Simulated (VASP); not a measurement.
# MgO (F-43m) in VASP: settings compared, part 2 of 2

VASP 6.6.1.

### Step 3. Single point, LDA

INCAR

```
SYSTEM = MgO
ALGO = Normal
EDIFF = 1E-6
ENCUT = 750
GGA_COMPAT = .False.
ISIF = 2
ISMEAR = 0
LASPH = .True.
LCHARG = .False.
LREAL = .False.
LWAVE = .False.
NBANDS = 15
NELM = 120
PREC = Accurate
SIGMA = 0.01
```

KPOINTS

```
k-points
0
Gamma
  10 10 10
  0 0 0
```

POSCAR

```
MgO
1.0
    0.0000000000      2.2820056617      2.2820056617
    2.2820056617      0.0000000000      2.2820056617
    2.2820056617      2.2820056617      0.0000000000
Mg O
1 1
Direct
    0.0000000000      0.0000000000      0.0000000000
    0.2500000000      0.2500000000      0.2500000000
```

Potentials or basis: VASP PAW LDA potentials, release 64 (Mg_sv, O).

Command:

```sh
$ cat potpaw_LDA.64/Mg_sv/POTCAR potpaw_LDA.64/O/POTCAR > POTCAR
$ mpirun -np 1 vasp_std > vasp.out
```

OUTCAR:

```text
SYSTEM = MgO
   EDIFF = 1E-6
   ENCUT = 750
   ISIF = 2
   ISMEAR = 0
   LASPH = .True.
   LREAL = .False.
   NELM = 120
   PREC = Accurate

 ion  position               nearest neighbor table
   1  0.000  0.000  0.000-   2 1.98   2 1.98   2 1.98   2 1.98
   2  0.250  0.250  0.250-   1 1.98   1 1.98   1 1.98   1 1.98

  LATTYP: Found a face centered cubic cell.
 ALAT       =     4.5640113234

  Lattice vectors:

 A1 = (   0.0000000000,   2.2820056617,   2.2820056617)
 A2 = (   2.2820056617,   0.0000000000,   2.2820056617)
 A3 = (   2.2820056617,   2.2820056617,   0.0000000000)

Analysis of symmetry for initial positions (statically):
=====================================================================
 Subroutine PRICEL returns:
 Original cell was already a primitive cell.

 Routine SETGRP: Setting up the symmetry group for a
 face centered cubic supercell.

 Subroutine GETGRP returns: Found 24 space group operations
 (whereof 24 operations were pure point group operations)
 out of a pool of 48 trial point group operations.

The static configuration has the point symmetry T_d .

Analysis of symmetry for dynamics (positions and initial velocities):
=====================================================================
 Subroutine PRICEL returns:
 Original cell was already a primitive cell.

 Routine SETGRP: Setting up the symmetry group for a
 face centered cubic supercell.

 Subroutine GETGRP returns: Found 24 space group operations
 (whereof 24 operations were pure point group operations)
 out of a pool of 48 trial point group operations.

The dynamic configuration has the point symmetry T_d .

 Subroutine INISYM returns: Found 24 space group operations
 (whereof 24 operations are pure point group operations),
 and found     1 'primitive' translations

----------------------------------------------------------------------------------------

                                     Primitive cell

  volume of cell :      23.7673

  direct lattice vectors                    reciprocal lattice vectors
     0.000000000  2.282005662  2.282005662    -0.219105504  0.219105504  0.219105504
     2.282005662  0.000000000  2.282005662     0.219105504 -0.219105504  0.219105504
     2.282005662  2.282005662  0.000000000     0.219105504  0.219105504 -0.219105504

  length of vectors
     3.227243356  3.227243356  3.227243356     0.379501865  0.379501865  0.379501865

  position of ions in fractional coordinates (direct lattice)
     0.000000000  0.000000000  0.000000000
     0.250000000  0.250000000  0.250000000

  ion indices of the primitive-cell ions
   primitive index   ion index
                 1           1
                 2           2

----------------------------------------------------------------------------------------

 KPOINTS: k-points

Automatic generation of k-mesh.
 Grid dimensions read from file:
 generate k-points for:   10   10   10

 Generating k-lattice:

  Cartesian coordinates                     Fractional coordinates (reciprocal lattice)
[... 39 lines left out ...]
  0.300000  0.300000  0.000000      6.000000
  0.400000  0.300000  0.000000     24.000000
 [... further k-points ...]
   k-points           NKPTS =     47   k-points in BZ     NKDIM =     47   number of bands    NBANDS=     15
   number of dos      NEDOS =    301   number of ions     NIONS =      2
   total plane-waves  NPLWV =  27000
   dimension x,y,z NGX =    30 NGY =   30 NGZ =   30
   dimension x,y,z NGXF=    60 NGYF=   60 NGZF=   60
   ions per type =               1   1
   NGX,Y,Z   is equivalent  to a cutoff of  15.45, 15.45, 15.45 a.u.
   NGXF,Y,Z  is equivalent  to a cutoff of  30.91, 30.91, 30.91 a.u.
 SYSTEM =  MgO
   PREC   = accura    normal or accurate (medium, high low for compatibility)
   ISTART =      0    job   : 0-new  1-cont  2-samecut
   ICHARG =      2    charge: 1-file 2-atom 10-const
   ISPIN  =      1    spin polarized calculation?
   LNONCOLLINEAR =      F non collinear calculations
   LSORBIT =      F    spin-orbit coupling
   LASPH  =      T    aspherical Exc in radial PAW
   ENCUT  =  750.0 eV  55.12 Ry    7.42 a.u.   7.21  7.21  7.21*2*pi/ulx,y,z
   NELM   =    120;   NELMIN=  2; NELMDL= -5     # of ELM steps
   EDIFF  = 0.1E-05   stopping-criterion for ELM
   LREAL  =      F    real-space projection
   EDIFFG = 0.1E-04   stopping-criterion for IOM
   NSW    =      0    number of steps for IOM
   IBRION =     -1    ionic relax: 0-MD 1-quasi-New 2-CG
   NFREE  =      0    steps in history (QN), initial steepest desc. (CG)
   ISIF   =      2    stress and relaxation
   ISYM   =      2    0-nonsym 1-usesym 2-fastsym
   POTIM  = 0.5000    time-step for ionic-motion
   TEBEG  =    0.0;   TEEND  =   0.0 temperature during run
   PSTRESS=    0.0 pullay stress
   NELECT =      16.0000    total number of electrons
   NUPDOWN=      -1.0000    fix difference up-down
   EMIN   =  10.00;   EMAX   =-10.00  energy-range for DOS
   EFERMI =   0.00;   METHOD = LEGACY
   ISMEAR =     0;   SIGMA  =   0.01  broadening in eV -4-tet -1-fermi 0-gaus
   EFERMI_NEDOS =   21; number of points for ismear=-14 and -15
   IALGO  =     38    algorithm
   IMIX   =      4    mixing-type and parameters
     AMIX     =   0.40;   BMIX     =  1.00
     AMIX_MAG =   1.60;   BMIX_MAG =  1.00
  volume/ion in A,a.u.               =      11.88        80.19
  Fermi-wavevector in a.u.,A,eV,Ry     =   1.434789  2.711359 28.009227  2.058620
  Thomas-Fermi vector in A             =   2.554159
   LORBIT       =      0    0 simple, 1 ext, 2 COOP (PROOUT), +10 PAW based schemes
   GGA     = CA    functional components
   LHFCALC =     F    Hartree Fock is set to
   AEXX    =    0.0000 exact exchange contribution
   IVDW    =     0    specifies the selected vdW correction
   LEPSILON=     F    determine dielectric tensor
   LRPA    =     F    only Hartree local field effects (RPA)
 non-spin polarized calculation
 Gauss-broadening in eV      SIGMA  =   0.01
  energy-cutoff  :      750.00
  volume of cell :       23.77
 maximum number of plane-waves:      1122
 NGX is ok and might be reduce to    30
   NGX = 15   NGY = 15   NGZ = 15

 number of electron      15.9999997 magnetization

 Free energy of the ion-electron system (eV)
  ---------------------------------------------------
  ext. energy  EPLUGINS =         0.00000000
  ---------------------------------------------------
  free energy    TOTEN  =       -12.87640195 eV

  energy without entropy =      -12.87640195  energy(sigma->0) =      -12.87640195

 E-fermi :   0.4980     XC(G=0): -10.5114

 val. band max:        0.2096219571   @ k =   0.0000   0.0000   0.0000
 cond. band min:       3.7706534784   @ k =   0.0000   0.0000   0.0000
 fundamental gap:      3.5610315213
 Fermi energy:         0.4979974002

 k-point     1 :       0.0000    0.0000    0.0000
  band No.  band energies     occupation
      1     -70.3514      2.00000
      2     -37.8377      2.00000
      3     -37.8377      2.00000
      4     -37.8377      2.00000
      5     -15.3791      2.00000
      6       0.2096      2.00000
      7       0.2096      2.00000
      8       0.2096      2.00000
      9       3.7707      0.00000
     10      16.7276      0.00000
     11      16.7276      0.00000
     12      16.7276      0.00000
     13      20.2698      0.00000
     14      20.2698      0.00000
[... 401 lines left out ...]
      2     -37.8737      2.00000
      3     -37.8513      2.00000
      4     -37.8500      2.00000
      5     -14.6286      2.00000
      6      -2.1046      2.00000
      7      -0.4929      2.00000
      8      -0.3651      2.00000
      9       6.9286      0.00000
     10      11.6699      0.00000
     11      13.8344      0.00000
     12      16.2889      0.00000
     13      16.6942      0.00000
     14      23.2092      0.00000
     15      23.4877      0.00000

 [... further k-points ...]

------------------------ aborting loop because EDIFF is reached ----------------------------------------

  FORCE on cell =-STRESS in cart. coord.  units (eV):
  Direction    XX          YY          ZZ          XY          YZ          ZX
  --------------------------------------------------------------------------------------
  -------------------------------------------------------------------------------------
  Total       -0.5506283     -0.5506283     -0.5506283      0.0000000      0.0000000      0.0000000
  in kB      -37.1183729    -37.1183729    -37.1183729      0.0000000      0.0000000      0.0000000
  external PRESSURE =     -37.1183729 kB  Pullay stress =       0.0000000 kB

 VOLUME and BASIS-vectors are now :
 -----------------------------------------------------------------------------
  energy-cutoff  :      750.00
  volume of cell :       23.77
      direct lattice vectors                 reciprocal lattice vectors
     0.000000000  2.282005662  2.282005662    -0.219105504  0.219105504  0.219105504
     2.282005662  0.000000000  2.282005662     0.219105504 -0.219105504  0.219105504
     2.282005662  2.282005662  0.000000000     0.219105504  0.219105504 -0.219105504

 POSITION                                       TOTAL-FORCE (eV/Angst)
 -----------------------------------------------------------------------------------
      0.00000      0.00000      0.00000         0.000000      0.000000      0.000000
      1.14100      1.14100      1.14100        -0.000000     -0.000000     -0.000000
 -----------------------------------------------------------------------------------
    total drift:                                0.000000      0.000000      0.000000

  FREE ENERGIE OF THE ION-ELECTRON SYSTEM (eV)
  ---------------------------------------------------
  free  energy   TOTEN  =       -12.8764019456 eV

  energy  without entropy=      -12.8764019456  energy(sigma->0) =      -12.87640195
```

stdout:

```text
POSCAR found type information on POSCAR MgO
 POSCAR found :  2 types and       2 ions
 scaLAPACK will be used
 LDA part: xc-table for (Slater(with rela. corr.)+CA(PZ))
 , standard interpolation
 POSCAR, INCAR and KPOINTS ok, starting setup
 FFT: planning ... GRIDC
 FFT: planning ... GRID_SOFT
 FFT: planning ... GRID
 WAVECAR not read
 entering main loop
```

Wall time 16 s (1 thread of Intel Xeon Platinum 8488C (Sapphire Rapids), shared host); peak memory 0.15 GiB.

Results:

```yaml
Free_energy: -12.8764 eV
Pressure: -3.7 GPa
Band_gap_on_the_k_mesh: 3.56 eV
```

Caveat: the cell stands under tension; the structure was generated, so it needn't be the stable form of MgO.
